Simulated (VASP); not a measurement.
Au, 1 atom in the cell. Symmetry: I4/mmm, No. 139, tetragonal system. Conventional cell: a = 3.049 Å, b = 3.049 Å, c = 3.447 Å, α = 90.00°, β = 90.00°, γ = 90.00°. Within 3.6 Å of Au (site symmetry 4/mmm) lie 14 Au at 2.76 to 3.45 Å.  This cell differs from its parent crystal: strain -0.080 along x and y, +0.040 along z.

- Program: VASP 6.6.1
- Task: single point
- Functional: r2SCAN
- Potentials or basis: VASP PAW PBE potentials, release 64 (Au)
- Cutoff: 520 eV
- k mesh: 24 × 24 × 24
- Occupations: gaussian, width 0.15 eV
- Spin: no spin polarisation
- Dipole correction: no
- Further INCAR settings: ALGO = Normal; EDIFF = 1e-06; NBANDS = 12

Potentials or basis: VASP PAW PBE potentials, release 64 (Au).

Run with:

```sh
$ cat potpaw_PBE.64/Au/POTCAR > POTCAR
$ cp INCAR.step1 INCAR
$ mpirun -np 1 vasp_std > vasp.out
$ cp INCAR.step2 INCAR
$ mpirun -np 1 vasp_std > vasp.out
```

Hardware: 1 thread of AMD EPYC 7R13 Processor (Zen 3), with other jobs on the host.

Problem. How long does it take, and how much memory?

Solution. Run time: 13 min on 1 thread of AMD EPYC 7R13 Processor (Zen 3), on a shared host, peak memory 0.28 GiB. Counts: k points 1063.
